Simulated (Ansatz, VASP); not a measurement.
Ir in VASP and in Ansatz

File INCAR:

```
PREC     = Accurate       # precision mode
ENCUT    = 600            # plane-wave cutoff, eV
EDIFF    = 1E-7           # SCF threshold, eV
ISMEAR   = -1             # smearing method
SIGMA    = 0.05           # smearing width, eV
LREAL    = F              # projectors in reciprocal space
LASPH    = T              # aspherical terms in the spheres
NELM     = 80             # most SCF steps
ALGO     = Normal         # electronic algorithm
ISIF     = 3              # what is computed and relaxed
LWAVE    = F              # write WAVECAR
LCHARG   = F              # write CHGCAR
GGA      = RP             # functional
IVDW     = 13             # dispersion correction
IBRION   = 2              # ionic algorithm
NSW      = 60             # ionic steps
EDIFFG   = -0.01          # ionic threshold
```

The input KPOINTS:

```
Automatic mesh
0
Gamma
  12 12 12
```

POSCAR

```
Ir
1.0
    0.0000000000      1.9156000000      1.9156000000
    1.9156000000      0.0000000000      1.9156000000
    1.9156000000      1.9156000000      0.0000000000
Ir
1
Direct
    0.0000000000      0.0000000000      0.0000000000
```

Contents of input.yaml:

```yaml
crystal:
  lattice:
    - [0.0, 1.9156, 1.9156]
    - [1.9156, 0.0, 1.9156]
    - [1.9156, 1.9156, 0.0]
  atoms:
    - { symbol: Ir, position: [0.0, 0.0, 0.0] }
hamiltonian:
  xc: rpbe
  pseudopotentials: { kind: paw }
  dispersion: d4
kpoints:
  mp_grid: { grid: [12, 12, 12] }
scf:
  occupations: { method: fermi_dirac, width: 0.05 }
output:
  forces: true
  stress: true
relax:
  f_tol: 0.01
  max_steps: 40
  cell: { stress_tol: 0.05 }
```

Alike in both runs: task relaxation of cell and atoms; functional RPBE; dispersion D4; k mesh 12 × 12 × 12; occupations fermi-dirac, width 0.05 eV; no spin polarisation.

```csv
,VASP,Ansatz
version,VASP 6.6.1,Ansatz 0.2.0
potentials or method,"VASP PAW PBE potentials, release 64 (Ir)",Ansatz PAW
plane-wave cutoff (eV),600,420
valence electrons in the cell,9,17
```

Ansatz gave:

| Quantity | Value |
| --- | --- |
| relaxed volume (Å³/atom) | 13.95 |
| relaxed cell length with the largest relative difference (Å) | 2.702 |

Q: What did VASP give for the same quantities?

A: Relaxed volume (Å³/atom): 13.97; relaxed cell length with the largest relative difference (Å): 2.703.

VASP's potentials were made for PBE, not for RPBE. VASP's potentials hold 9 valence electrons a cell and Ansatz's 17, so a difference there can come from the potentials and not from the codes.

Neither program's run includes spin-orbit coupling. Noted on Ansatz's run: the plane-wave basis is chosen anew once the cell has moved, so the energies of steps on either side of that aren't comparable.
